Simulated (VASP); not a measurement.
# CO (P2_13) in VASP: further runs

Runs on CO. Level: PBE. Tasks: single point.

Program: VASP 6.6.1. These are calculated values, not measurements. Logs are shortened: lines on timing, memory, paths and dates and some standing lists are left out, and cuts for length are marked.

### 1 The cell of the first run

It takes space group P2_13 (No. 198, cubic). Conventional cell: a = 5.630 Å, b = 5.630 Å, c = 5.630 Å, α = 90.00°, β = 90.00°, γ = 90.00°. C (site symmetry 3) has 1 O at 1.06 Å within 1.4 Å. O (site symmetry 3) has 1 C at 1.06 Å within 1.4 Å.

### 2 Single point, PBE

INCAR

```
PREC = Accurate ; ENCUT = 600
EDIFF = 1E-6 ; ISMEAR = 0
SIGMA = 0.1 ; LREAL = False
LASPH = True ; NELM = 120
ALGO = Normal ; ISIF = 2
LWAVE = False ; LCHARG = False
GGA = PE ; NBANDS = 30
GGA_COMPAT = False
```

KPOINTS

```
Automatic mesh
0
Gamma
  4 4 4
```

POSCAR

```
CO
1.0
    5.6300000000      0.0000000000      0.0000000000
    0.0000000000      5.6300000000      0.0000000000
    0.0000000000      0.0000000000      5.6300000000
C O
4 4
Direct
    0.9580000000      0.9580000000      0.9580000000
    0.5420000000      0.0420000000      0.4580000000
    0.4580000000      0.5420000000      0.0420000000
    0.0420000000      0.4580000000      0.5420000000
    0.0670000000      0.0670000000      0.0670000000
    0.4330000000      0.9330000000      0.5670000000
    0.5670000000      0.4330000000      0.9330000000
    0.9330000000      0.5670000000      0.4330000000
```

Potentials or basis: VASP PAW PBE potentials, release 64 (C, O).

Started as:

```bash
> cat potpaw_PBE.64/C/POTCAR potpaw_PBE.64/O/POTCAR > POTCAR
> mpirun -np 1 vasp_std > vasp.out
```

OUTCAR:

```text
PREC = Accurate
   ENCUT = 600
   EDIFF = 1E-6
   ISMEAR = 0
   LREAL = False
   LASPH = True
   NELM = 120
   ISIF = 2
   GGA = PE

 ion  position               nearest neighbor table
   1  0.958  0.958  0.958-   5 1.06
   2  0.542  0.042  0.458-   6 1.06
   3  0.458  0.542  0.042-   7 1.06
   4  0.042  0.458  0.542-   8 1.06
   5  0.067  0.067  0.067-   1 1.06
   6  0.433  0.933  0.567-   2 1.06
   7  0.567  0.433  0.933-   3 1.06
   8  0.933  0.567  0.433-   4 1.06

  LATTYP: Found a simple cubic cell.
 ALAT       =     5.6300000000

  Lattice vectors:

 A1 = (   5.6300000000,   0.0000000000,   0.0000000000)
 A2 = (   0.0000000000,   5.6300000000,   0.0000000000)
 A3 = (   0.0000000000,   0.0000000000,   5.6300000000)

Analysis of symmetry for initial positions (statically):
=====================================================================
 Subroutine PRICEL returns:
 Original cell was already a primitive cell.

 Routine SETGRP: Setting up the symmetry group for a
 simple cubic supercell.

 Subroutine GETGRP returns: Found 12 space group operations
 (whereof  3 operations were pure point group operations)
 out of a pool of 48 trial point group operations.

The static configuration has the point symmetry C_3 .
 The point group associated with its full space group is T   .

Analysis of symmetry for dynamics (positions and initial velocities):
=====================================================================
 Subroutine PRICEL returns:
 Original cell was already a primitive cell.

 Routine SETGRP: Setting up the symmetry group for a
 simple cubic supercell.

 Subroutine GETGRP returns: Found 12 space group operations
 (whereof  3 operations were pure point group operations)
 out of a pool of 48 trial point group operations.

The dynamic configuration has the point symmetry C_3 .
 The point group associated with its full space group is T   .

 Subroutine INISYM returns: Found 12 space group operations
 (whereof  3 operations are pure point group operations),
 and found     1 'primitive' translations

----------------------------------------------------------------------------------------

                                     Primitive cell

  volume of cell :     178.4535

  direct lattice vectors                    reciprocal lattice vectors
     5.630000000  0.000000000  0.000000000     0.177619893  0.000000000  0.000000000
     0.000000000  5.630000000  0.000000000     0.000000000  0.177619893  0.000000000
     0.000000000  0.000000000  5.630000000     0.000000000  0.000000000  0.177619893

  length of vectors
     5.630000000  5.630000000  5.630000000     0.177619893  0.177619893  0.177619893

  position of ions in fractional coordinates (direct lattice)
     0.958000000  0.958000000  0.958000000
     0.542000000  0.042000000  0.458000000
     0.458000000  0.542000000  0.042000000
     0.042000000  0.458000000  0.542000000
     0.067000000  0.067000000  0.067000000
     0.433000000  0.933000000  0.567000000
     0.567000000  0.433000000  0.933000000
     0.933000000  0.567000000  0.433000000

  ion indices of the primitive-cell ions
   primitive index   ion index
                 1           1
                 2           2
                 3           3
                 4           4
                 5           5
                 6           6
                 7           7
                 8           8

----------------------------------------------------------------------------------------

 KPOINTS: Automatic mesh

Automatic generation of k-mesh.
 Grid dimensions read from file:
 generate k-points for:    4    4    4

 Generating k-lattice:

  Cartesian coordinates                     Fractional coordinates (reciprocal lattice)
     0.044404973  0.000000000  0.000000000     0.250000000  0.000000000  0.000000000
     0.000000000  0.044404973  0.000000000     0.000000000  0.250000000  0.000000000
     0.000000000  0.000000000  0.044404973     0.000000000  0.000000000  0.250000000

  Length of vectors
     0.044404973  0.044404973  0.044404973

  Shift w.r.t. Gamma in fractional coordinates (k-lattice)
     0.000000000  0.000000000  0.000000000

 Subroutine IBZKPT returns following result:
 ===========================================

 Found     11 irreducible k-points:

 Following reciprocal coordinates:
            Coordinates               Weight
  0.000000  0.000000  0.000000      1.000000
  0.250000  0.000000  0.000000      6.000000
  0.500000  0.000000  0.000000      3.000000
  0.250000  0.250000  0.000000     12.000000
  0.500000  0.250000  0.000000      6.000000
 -0.250000  0.500000  0.000000      6.000000
  0.500000  0.500000  0.000000      3.000000
  0.250000  0.250000  0.250000      8.000000
  0.500000  0.250000  0.250000     12.000000
  0.500000  0.500000  0.250000      6.000000
  0.500000  0.500000  0.500000      1.000000
   k-points           NKPTS =     11   k-points in BZ     NKDIM =     11   number of bands    NBANDS=     30
   number of dos      NEDOS =    301   number of ions     NIONS =      8
   total plane-waves  NPLWV = 110592
   dimension x,y,z NGX =    48 NGY =   48 NGZ =   48
   dimension x,y,z NGXF=    96 NGYF=   96 NGZF=   96
   ions per type =               4   4
   NGX,Y,Z   is equivalent  to a cutoff of  14.17, 14.17, 14.17 a.u.
   NGXF,Y,Z  is equivalent  to a cutoff of  28.35, 28.35, 28.35 a.u.
 SYSTEM =  unknown system
   PREC   = accura    normal or accurate (medium, high low for compatibility)
   ISTART =      0    job   : 0-new  1-cont  2-samecut
   ICHARG =      2    charge: 1-file 2-atom 10-const
   ISPIN  =      1    spin polarized calculation?
   LNONCOLLINEAR =      F non collinear calculations
   LSORBIT =      F    spin-orbit coupling
   LASPH  =      T    aspherical Exc in radial PAW
   ENCUT  =  600.0 eV  44.10 Ry    6.64 a.u.  11.24 11.24 11.24*2*pi/ulx,y,z
   NELM   =    120;   NELMIN=  2; NELMDL= -5     # of ELM steps
   EDIFF  = 0.1E-05   stopping-criterion for ELM
   LREAL  =      F    real-space projection
   EDIFFG = 0.1E-04   stopping-criterion for IOM
   NSW    =      0    number of steps for IOM
   IBRION =     -1    ionic relax: 0-MD 1-quasi-New 2-CG
   NFREE  =      0    steps in history (QN), initial steepest desc. (CG)
   ISIF   =      2    stress and relaxation
   ISYM   =      2    0-nonsym 1-usesym 2-fastsym
   POTIM  = 0.5000    time-step for ionic-motion
   TEBEG  =    0.0;   TEEND  =   0.0 temperature during run
   PSTRESS=    0.0 pullay stress
   NELECT =      40.0000    total number of electrons
   NUPDOWN=      -1.0000    fix difference up-down
   EMIN   =  10.00;   EMAX   =-10.00  energy-range for DOS
   EFERMI =   0.00;   METHOD = LEGACY
   ISMEAR =     0;   SIGMA  =   0.10  broadening in eV -4-tet -1-fermi 0-gaus
   EFERMI_NEDOS =   21; number of points for ismear=-14 and -15
   IALGO  =     38    algorithm
   IMIX   =      4    mixing-type and parameters
     AMIX     =   0.40;   BMIX     =  1.00
     AMIX_MAG =   1.60;   BMIX_MAG =  1.00
  volume/ion in A,a.u.               =      22.31       150.53
  Fermi-wavevector in a.u.,A,eV,Ry     =   0.994458  1.879253 13.455436  0.988947
  Thomas-Fermi vector in A             =   2.126411
   LORBIT       =      0    0 simple, 1 ext, 2 COOP (PROOUT), +10 PAW based schemes
   GGA     = PE    functional components
   LHFCALC =     F    Hartree Fock is set to
   AEXX    =    0.0000 exact exchange contribution
   IVDW    =     0    specifies the selected vdW correction
   LEPSILON=     F    determine dielectric tensor
   LRPA    =     F    only Hartree local field effects (RPA)
 non-spin polarized calculation
 Gauss-broadening in eV      SIGMA  =   0.10
  energy-cutoff  :      600.00
  volume of cell :      178.45
 maximum number of plane-waves:      6031
 NGX is ok and might be reduce to    48
   NGX = 23   NGY = 23   NGZ = 23

 number of electron      39.9999982 magnetization

 Free energy of the ion-electron system (eV)
  ---------------------------------------------------
  ext. energy  EPLUGINS =         0.00000000
  ---------------------------------------------------
  free energy    TOTEN  =       -57.49680899 eV

  energy without entropy =      -57.49680899  energy(sigma->0) =      -57.49680899

 E-fermi :  -4.5879     XC(G=0):  -6.4494

 val. band max:       -5.0798798149   @ k =   0.2500   0.0000   0.0000
 cond. band min:       1.3742319920   @ k =   0.2500   0.0000   0.0000
 fundamental gap:      6.4541118069
 Fermi energy:        -4.5878867670

 k-point     1 :       0.0000    0.0000    0.0000
  band No.  band energies     occupation
      1     -26.9571      2.00000
      2     -26.9153      2.00000
      3     -26.9153      2.00000
      4     -26.9153      2.00000
      5     -10.5614      2.00000
      6     -10.5614      2.00000
[... 22 lines left out ...]
     29       5.0386      0.00000
     30       7.0441      0.00000

 k-point     2 :       0.2500    0.0000    0.0000
  band No.  band energies     occupation
      1     -26.9515      2.00000
      2     -26.9240      2.00000
      3     -26.9144      2.00000
      4     -26.9123      2.00000
      5     -10.5678      2.00000
      6     -10.5608      2.00000
[... 22 lines left out ...]
     29       5.1006      0.00000
     30       6.1295      0.00000

 k-point     3 :       0.5000    0.0000    0.0000
  band No.  band energies     occupation
      1     -26.9382      2.00000
      2     -26.9382      2.00000
      3     -26.9130      2.00000
      4     -26.9130      2.00000
      5     -10.5633      2.00000
      6     -10.5633      2.00000
[... 253 lines left out ...]
     29       5.6623      0.00000
     30       5.6623      0.00000

 k-point    11 :       0.5000    0.5000    0.5000
  band No.  band energies     occupation
      1     -26.9254      2.00000
      2     -26.9254      2.00000
      3     -26.9254      2.00000
      4     -26.9254      2.00000
      5     -10.5525      2.00000
      6     -10.5525      2.00000
[... 22 lines left out ...]
     29       6.1105      0.00000
     30       6.1105      0.00000

------------------------ aborting loop because EDIFF is reached ----------------------------------------

  FORCE on cell =-STRESS in cart. coord.  units (eV):
  Direction    XX          YY          ZZ          XY          YZ          ZX
  --------------------------------------------------------------------------------------
  -------------------------------------------------------------------------------------
  Total       17.4024511     17.4024511     17.4024511      0.0000000      0.0000000      0.0000000
  in kB      156.2412918    156.2412918    156.2412918      0.0000000      0.0000000      0.0000000
  external PRESSURE =     156.2412918 kB  Pullay stress =       0.0000000 kB

 VOLUME and BASIS-vectors are now :
 -----------------------------------------------------------------------------
  energy-cutoff  :      600.00
  volume of cell :      178.45
      direct lattice vectors                 reciprocal lattice vectors
     5.630000000  0.000000000  0.000000000     0.177619893  0.000000000  0.000000000
     0.000000000  5.630000000  0.000000000     0.000000000  0.177619893  0.000000000
     0.000000000  0.000000000  5.630000000     0.000000000  0.000000000  0.177619893

 POSITION                                       TOTAL-FORCE (eV/Angst)
 -----------------------------------------------------------------------------------
      5.39354      5.39354      5.39354        -6.979306     -6.979306     -6.979306
      3.05146      0.23646      2.57854         6.979306      6.979306     -6.979306
      2.57854      3.05146      0.23646        -6.979306      6.979306      6.979306
      0.23646      2.57854      3.05146         6.979306     -6.979306      6.979306
      0.37721      0.37721      0.37721         6.985092      6.985092      6.985092
      2.43779      5.25279      3.19221        -6.985092     -6.985092      6.985092
      3.19221      2.43779      5.25279         6.985092     -6.985092     -6.985092
      5.25279      3.19221      2.43779        -6.985092      6.985092     -6.985092
 -----------------------------------------------------------------------------------
    total drift:                               -0.000000     -0.000000     -0.000000

  FREE ENERGIE OF THE ION-ELECTRON SYSTEM (eV)
  ---------------------------------------------------
  free  energy   TOTEN  =       -57.4968089872 eV

  energy  without entropy=      -57.4968089872  energy(sigma->0) =      -57.49680899
```

Wall time 44 s (1 thread of Intel Xeon 6975P-C (Granite Rapids), shared host); peak memory 0.31 GiB.

Results:

- Free energy: -57.4968 eV
- Pressure: 15.6 GPa
- Largest force: 12.099 eV/Å
- Band gap on the k mesh: 6.45 eV

Forces in eV/Å, atoms in the order of the input:
```
C   -6.979 -6.979 -6.979
C    6.979  6.979 -6.979
C   -6.979  6.979  6.979
C    6.979 -6.979  6.979
O    6.985  6.985  6.985
O   -6.985 -6.985  6.985
O    6.985 -6.985 -6.985
O   -6.985  6.985 -6.985
```

Levels at points of the mesh, in eV from the valence-band top:
```csv
k point,band 16,band 17,band 18,band 19,band 20,band 21,band 22,band 23,band 24,band 25
"(0.00, 0.00, 0.00)",-3.71,-1.18,-0.06,-0.06,-0.06,6.65,6.65,6.65,7.46,7.46
"(0.50, 0.00, 0.00)",-3.77,-0.62,-0.62,-0.01,-0.01,6.52,6.52,7.30,7.30,7.60
"(0.50, 0.50, 0.00)",-3.73,-0.43,-0.43,-0.19,-0.19,6.72,6.72,7.14,7.14,7.68
"(0.50, 0.50, 0.50)",-3.70,-0.32,-0.32,-0.32,-0.32,7.05,7.05,7.05,7.05,7.62
```

Caveat: the cell stands under pressure; this functional lacks dispersion, which holds the molecules together, so the pressure and a relaxed volume are unreliable; forces of over 1 eV/Å act on the atoms, so gaps and moduli don't describe the material at rest.

### 3 Single point, PBE

This run uses another cell than the first one, of 23.93 Å³/atom.

INCAR

```
ALGO = Normal ; EDIFF = 1E-6
ENCUT = 600 ; GGA = PE
GGA_COMPAT = False ; ISIF = 2
ISMEAR = 0 ; LASPH = True
LCHARG = True ; LELF = True
LREAL = False ; LVHAR = True
LWAVE = False ; NBANDS = 30
NELM = 120 ; PREC = Accurate
SIGMA = 0.1
```

KPOINTS

```
k-points
0
Gamma
  4 4 4
```

POSCAR

```
CO
1.0
    5.7637801402      0.0000000000      0.0000000000
    0.0000000000      5.7637801402      0.0000000000
    0.0000000000      0.0000000000      5.7637801402
C O
4 4
Direct
    0.9639538687      0.9639538687      0.9639538687
    0.5360461313      0.0360461313      0.4639538687
    0.4639538687      0.5360461313      0.0360461313
    0.0360461313      0.4639538687      0.5360461313
    0.0776133924      0.0776133924      0.0776133924
    0.4223866076      0.9223866076      0.5776133924
    0.5776133924      0.4223866076      0.9223866076
    0.9223866076      0.5776133924      0.4223866076
```

Potentials or basis: VASP PAW PBE potentials, release 64 (C, O).

Started as:

```bash
> cat potpaw_PBE.64/C/POTCAR potpaw_PBE.64/O/POTCAR > POTCAR
> mpirun -np 1 vasp_std > vasp.out
```

Wall time 49 s (1 thread of Intel Xeon 6975P-C (Granite Rapids), shared host); peak memory 0.31 GiB.

It converged, with:

* Free energy: -59.2698 eV
* Pressure: 1.3 GPa
* Largest force: 0.921 eV/Å
* Band gap on the k mesh: 6.11 eV

Forces in eV/Å, atoms in the order of the input:
```
C   -0.532 -0.532 -0.532
C    0.532  0.532 -0.532
C   -0.532  0.532  0.532
C    0.532 -0.532  0.532
O    0.532  0.532  0.532
O   -0.532 -0.532  0.532
O    0.532 -0.532 -0.532
O   -0.532  0.532 -0.532
```

Levels at points of the mesh, in eV from the valence-band top:
```csv
k point,band 17,band 18,band 19,band 20,band 21,band 22,band 23,band 24
"(0.00, 0.00, 0.00)",-1.02,-0.03,-0.03,-0.03,6.30,6.30,6.30,6.88
"(0.50, 0.00, 0.00)",-0.50,-0.50,0.00,0.00,6.14,6.14,6.77,6.77
"(0.50, 0.50, 0.00)",-0.31,-0.31,-0.18,-0.18,6.32,6.32,6.59,6.59
"(0.50, 0.50, 0.50)",-0.26,-0.26,-0.26,-0.26,6.61,6.61,6.61,6.61
```

Caveat: this functional lacks dispersion, which holds the molecules together, so the pressure and a relaxed volume are unreliable. A k mesh can miss the band edges.

(Part 1 of 2 ends here.)
